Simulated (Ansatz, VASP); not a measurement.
Na in VASP and in Ansatz

INCAR

```
SYSTEM = Na
PREC = Accurate
ENCUT = 520
EDIFF = 1E-7
ISMEAR = 0
SIGMA = 0.1
LREAL = .FALSE.
LASPH = .TRUE.
NELM = 100
ALGO = Normal
ISIF = 2
LWAVE = .FALSE.
LCHARG = .FALSE.
GGA = PE
NBANDS = 10
```

KPOINTS

```
regular mesh
0
G
  6 6 6
  0 0 0
```

The input POSCAR:

```
Na
1.0
    7.2319361453      0.0000000000      0.0000000000
    0.0000000000      7.2319361453      0.0000000000
    0.0000000000      0.0000000000      7.2319361453
Na
1
Direct
    0.0000000000      0.0000000000      0.0000000000
```

Input for Ansatz:

```yaml
crystal:
  lattice:
    - [7.2319361453, 0.0, 0.0]
    - [0.0, 7.2319361453, 0.0]
    - [0.0, 0.0, 7.2319361453]
  atoms:
    - { symbol: Na, position: [0.0, 0.0, 0.0] }
basis:
  ecutwfc: 420
kpoints:
  mp_grid: { grid: [6, 6, 6] }
hamiltonian:
  xc: pbe
scf:
  occupations: { method: gaussian, width: 0.1 }
output:
  forces: true
  stress: true
  eigenvalues: true
```

Alike in both runs: task single point; functional PBE; k mesh 6 × 6 × 6; occupations gaussian, width 0.1 eV; no spin polarisation.

```csv
,VASP,Ansatz
version,VASP 6.6.1,Ansatz 0.2.0
potentials or method,"VASP PAW PBE potentials, release 64 (Na_pv), cutoff 520 eV","scalar-relativistic, plane waves, PAW"
valence electrons in the cell,7,9
```

|  | VASP | Ansatz | Ansatz less VASP |
| --- | --- | --- | --- |
| gap on the k mesh at the Fermi level (eV) | none | none | - |
| pressure (GPa) | -0.1 | -0.1 | 0.00 |

A gap of «none» marks a metal or a gap that the smearing closes. VASP's potentials hold 7 valence electrons a cell and Ansatz's 9, so a difference there can come from the potentials and not from the codes.
